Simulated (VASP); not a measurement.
# Si (Pm-3m) in VASP: notebook, part 2 of 2

VASP 6.6.1. Earlier steps stand in the parts before.

## 3. Relaxation of cell and atoms, LDA

This run uses another cell than the first one, of 16.97 Å³/atom, 1.080 times its volume.

The input, INCAR:

```
SYSTEM = Si
PREC = Accurate ; ENCUT = 500
EDIFF = 1E-7 ; ISMEAR = 1
SIGMA = 0.02 ; LREAL = .False.
LASPH = .True. ; NELM = 120
ALGO = Normal ; ISIF = 3
LWAVE = .False. ; LCHARG = .False.
IBRION = 2 ; NSW = 80
EDIFFG = -0.01 ; GGA_COMPAT = .False.
NELMIN = 4
```

The input, KPOINTS:

```
Automatic mesh
0
Gamma
  10 10 10
  0 0 0
```

The input, POSCAR:

```
Si
1.0
    2.5700000000      0.0000000000      0.0000000000
    0.0000000000      2.5700000000      0.0000000000
    0.0000000000      0.0000000000      2.5700000000
Si
1
Direct
    0.0000000000      0.0000000000      0.0000000000
```

Potentials or basis: VASP PAW LDA potentials, release 64 (Si).

Started as:

```bash
$ cat potpaw_LDA.64/Si/POTCAR > POTCAR
$ mpirun -np 1 vasp_std > vasp.out
```

OUTCAR:

```text
SYSTEM = Si
   PREC = Accurate
   ENCUT = 500
   EDIFF = 1E-7
   ISMEAR = 1
   LREAL = .False.
   LASPH = .True.
   NELM = 120
   ISIF = 3
   IBRION = 2
   NSW = 80
   EDIFFG = -0.01
   NELMIN = 4

 ion  position               nearest neighbor table
   1  0.000  0.000  0.000-

  LATTYP: Found a simple cubic cell.
 ALAT       =     2.5700000000

  Lattice vectors:

 A1 = (   2.5700000000,   0.0000000000,   0.0000000000)
 A2 = (   0.0000000000,   2.5700000000,   0.0000000000)
 A3 = (   0.0000000000,   0.0000000000,   2.5700000000)

Analysis of symmetry for initial positions (statically):
=====================================================================
 Subroutine PRICEL returns:
 Original cell was already a primitive cell.

 Routine SETGRP: Setting up the symmetry group for a
 simple cubic supercell.

 Subroutine GETGRP returns: Found 48 space group operations
 (whereof 48 operations were pure point group operations)
 out of a pool of 48 trial point group operations.

[... 163 lines left out ...]

------------------------ aborting loop because EDIFF is reached ----------------------------------------

  FORCE on cell =-STRESS in cart. coord.  units (eV):
  Direction    XX          YY          ZZ          XY          YZ          ZX
  --------------------------------------------------------------------------------------
  -------------------------------------------------------------------------------------
  Total       -0.7744594     -0.7744594     -0.7744594      0.0000000     -0.0000000      0.0000000
  in kB      -73.0987316    -73.0987316    -73.0987316      0.0000000     -0.0000000      0.0000000
  external PRESSURE =     -73.0987316 kB  Pullay stress =       0.0000000 kB
[... 57 lines left out ...]
--------------------------------------- Ionic step        3  -------------------------------------------

 number of electron       4.0000000 magnetization

 Free energy of the ion-electron system (eV)
  ---------------------------------------------------
  ext. energy  EPLUGINS =         0.00000000
  ---------------------------------------------------
  free energy    TOTEN  =        -5.71599833 eV

  energy without entropy =       -5.71598575  energy(sigma->0) =       -5.71599414

 E-fermi :   8.5001     XC(G=0): -10.8245

 val. band max:        8.4974640261   @ k =   0.5000   0.5000   0.4000
 cond. band min:       8.9088445131   @ k =   0.4000   0.4000   0.4000
 fundamental gap:      0.4113804870
 Fermi energy:         8.5000604480

 k-point     1 :       0.0000    0.0000    0.0000
  band No.  band energies     occupation
      1      -4.8109      2.00000
      2      16.0754      0.00000
      3      16.0754      0.00000
      4      16.3935      0.00000
      5      16.3935      0.00000
      6      16.3935      0.00000
[... 199 lines left out ...]
 k-point    24 :       0.3000    0.1000    0.1000
  band No.  band energies     occupation
      1      -2.3555      2.00000
      2       6.6351      2.00000
      3      14.0572      0.00000
      4      16.2731      0.00000
      5      22.1071      0.00000
      6      23.8617      0.00000

 [... further k-points ...]
[... 5 lines left out ...]
  --------------------------------------------------------------------------------------
  -------------------------------------------------------------------------------------
  Total        0.0036830      0.0036830      0.0036830     -0.0000000      0.0000000      0.0000000
  in kB        0.3752779      0.3752779      0.3752779     -0.0000000      0.0000000      0.0000000
  external PRESSURE =       0.3752779 kB  Pullay stress =       0.0000000 kB
[... 16 lines left out ...]
  FREE ENERGIE OF THE ION-ELECTRON SYSTEM (eV)
  ---------------------------------------------------
  free  energy   TOTEN  =        -5.7159983309 eV

  energy  without entropy=       -5.7159857512  energy(sigma->0) =       -5.71599414

 reached required accuracy - stopping structural energy minimisation
```

CONTCAR:

```text
Si
   1.00000000000000
     2.5052692971978150    0.0000000000000000    0.0000000000000000
     0.0000000000000000    2.5052692971978150   -0.0000000000000000
     0.0000000000000000   -0.0000000000000000    2.5052692971978150
  Si
     1
Direct
     0.0000000000000000    0.0000000000000000    0.0000000000000000

  0.00000000E+00  0.00000000E+00  0.00000000E+00
```

Wall time 18 s (1 thread of AMD EPYC 7R13, shared host); peak memory 0.08 GiB.

Results:

```
Free energy                            : -5.7160 eV
Relaxed volume                         : 15.72 Å³/atom
Relaxed cell                           : a = 2.505 Å, b = 2.505 Å, c = 2.505 Å, α = 90.00°, β = 90.00°, γ = 90.00°
Space group after relaxing (to 0.05 Å) : Pm-3m (No. 221)
Energy gained by relaxing              : 30.5 meV/atom
Ionic steps                            : 3
Pressure after relaxing                : 0.0 GPa
Band gap on the k mesh                 : zero (band 2 reaches 16.08 eV, above the bottom of band 3 at 5.65 eV)
```

The path:
| step | energy change (eV) | largest force (eV/Å) | pressure (GPa) | volume (Å³) |
| --- | --- | --- | --- | --- |
| 1 | 0.0000 | 0.0000 | -7.31 | 16.97 |
| 2 | -0.0225 | 0.0000 | 4.52 | 15.14 |
| 3 | -0.0305 | 0.0000 | 0.04 | 15.72 |

Final structure:
```xyz
1
Lattice="2.5053 0.0000 0.0000 0.0000 2.5053 0.0000 0.0000 0.0000 2.5053" Properties=species:S:1:pos:R:3 pbc="T T T"
Si    0.0000    0.0000    0.0000
```

Levels at points of the mesh, in eV from the Fermi level:
```csv
k point,band 1,band 2,band 3,band 4,band 5,band 6
"(0.00, 0.00, 0.00)",-13.31,7.58,7.58,7.89,7.89,7.89
"(0.50, 0.00, 0.00)",-8.59,-6.60,10.23,11.34,11.34,14.79
"(0.50, 0.50, 0.00)",-3.34,-2.85,-2.85,1.47,14.65,17.44
"(0.50, 0.50, 0.50)",0.66,0.66,0.66,3.90,5.21,5.21
```

## 4. Relaxation of cell and atoms, LDA, target pressure 10 GPa, at which the enthalpy is minimised

This run uses another cell than the first one, of 16.97 Å³/atom, 1.080 times its volume.

The input, INCAR:

```
PREC = Accurate
ENCUT = 500
EDIFF = 1E-7
ISMEAR = 1
SIGMA = 0.02
LREAL = False
LASPH = True
NELM = 120
ALGO = Normal
ISIF = 3
LWAVE = False
LCHARG = False
GGA = CA
IBRION = 2
NSW = 80
EDIFFG = -0.01
PSTRESS = 100.0
GGA_COMPAT = False
NELMIN = 4
```

The input, KPOINTS:

```
regular mesh
0
Gamma
  10 10 10
```

POSCAR is that of step 3.

Started as:

```bash
$ cat potpaw_LDA.64/Si/POTCAR > POTCAR
$ mpirun -np 1 vasp_std > vasp.out
```

Run time: 24 s. Hardware: 1 thread of AMD EPYC 7R13, shared host; peak memory 0.08 GiB.

Results (log left out):

```yaml
Free_energy: -5.6825 eV
Relaxed_volume: 14.57 Å³/atom
Relaxed_cell: a = 2.443 Å, b = 2.443 Å, c = 2.443 Å, α = 90.00°, β = 90.00°, γ = 90.00°
Space_group_after_relaxing_to_0.05_Å: Pm-3m (No. 221)
Energy_change_on_relaxing_the_enthalpy_is_what_falls: +3.1 meV/atom
Ionic_steps: 4
Pressure_after_relaxing: 10.0 GPa
Band_gap_on_the_k_mesh: zero (band 2 reaches 17.08 eV, above the bottom of band 3 at 6.42 eV)
```

Step by step:
```tsv
step	energy change (eV)	largest force (eV/Å)	pressure (GPa)	volume (Å³)
1	0.0000	0.0000	-7.31	16.97
2	0.2294	0.0000	34.57	12.86
3	0.0003	0.0000	9.55	14.62
4	0.0031	0.0000	10.01	14.57
```

Final structure:
```
CELL_PARAMETERS angstrom
2.44255 0.00000 0.00000
0.00000 2.44255 0.00000
0.00000 0.00000 2.44255
ATOMIC_POSITIONS crystal
Si 0.00000 0.00000 0.00000
```

Levels at points of the mesh, in eV from the Fermi level:
```
           k point  band 1  band 2  band 3  band 4  band 5  band 6
(0.00, 0.00, 0.00)  -14.06    7.51    7.51    8.34    8.34    8.34
(0.50, 0.00, 0.00)   -8.96   -7.20   10.34   12.15   12.15   15.12
(0.50, 0.50, 0.00)   -3.23   -3.15   -3.15    1.03   15.87   17.95
(0.50, 0.50, 0.50)    0.67    0.67    0.67    4.94    4.99    4.99
```

Caveat: the cell is relaxed towards a set pressure, so the enthalpy falls and the energy may rise.

## 5. Summary

| task | cell | gap on the mesh (eV) | pressure (GPa) |
| --- | --- | --- | --- |
| single point | a = 2.505 Å, 1 atom | none | 0.1 |
| relaxation of cell and atoms | relaxed from a = 2.570 Å, 1 atom | none | 0.0 |
| relaxation of cell and atoms | relaxed to 10 GPa from a = 2.570 Å, 1 atom | none | 10.0 |

Alike in all rows: level LDA; potentials or basis VASP PAW LDA potentials, release 64 (Si); no spin polarisation; k mesh 10 × 10 × 10; cutoff (eV) 500; smearing methfessel-paxton 0.02 eV.

Caveats: the cell is relaxed towards a set pressure, so the enthalpy falls and the energy may rise (some runs).

Total energies depend on the potentials used, so only differences within one code and one set of settings carry meaning.
